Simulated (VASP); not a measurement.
Here is a VASP 6.6.1 calculation.

File INCAR:

```
SYSTEM = Zr2SiC2
ALGO = Normal
EDIFF = 1E-7
ENCUT = 520
GGA = PE
ISIF = 2
ISMEAR = 0
LASPH = .TRUE.
LCHARG = .FALSE.
LREAL = .FALSE.
LWAVE = .FALSE.
NBANDS = 26
NELM = 80
PREC = Accurate
SIGMA = 0.1
```

File KPOINTS:

```
k-points
0
G
  6 6 4
  0 0 0
```

File POSCAR:

```
Zr2SiC2
1.0
    3.9019912079     -0.0373589324     -0.0152634290
   -1.8342939737      3.4966363243      0.0032905204
   -0.1431365937     -2.1801174823      5.8039203054
Zr Si C
2 1 2
Direct
    0.2289926268      0.4543888378      0.1999469449
    0.7561215895      0.5516821097      0.8000976047
    0.0544520879      0.9774329037      0.5008413733
    0.0863045179      0.2223717893      0.8176751297
    0.8741291779      0.7941243594      0.1814389473
```

Potentials or basis: VASP PAW PBE potentials, release 64 (Zr_sv, Si, C).

The run is started by

```bash
$ cat potpaw_PBE.64/Zr_sv/POTCAR potpaw_PBE.64/Si/POTCAR potpaw_PBE.64/C/POTCAR > POTCAR
$ mpirun -np 1 vasp_std > vasp.out
```

(1) What does it give for the largest force?

(2) What does it give for the band gap on the k mesh?

(3) Predict the pressure.

## Answers

(1) 0.031 eV/Å.

(2) zero (band 18 reaches 8.68 eV, above the bottom of band 19 at 8.04 eV).

(3) 0.1 GPa.
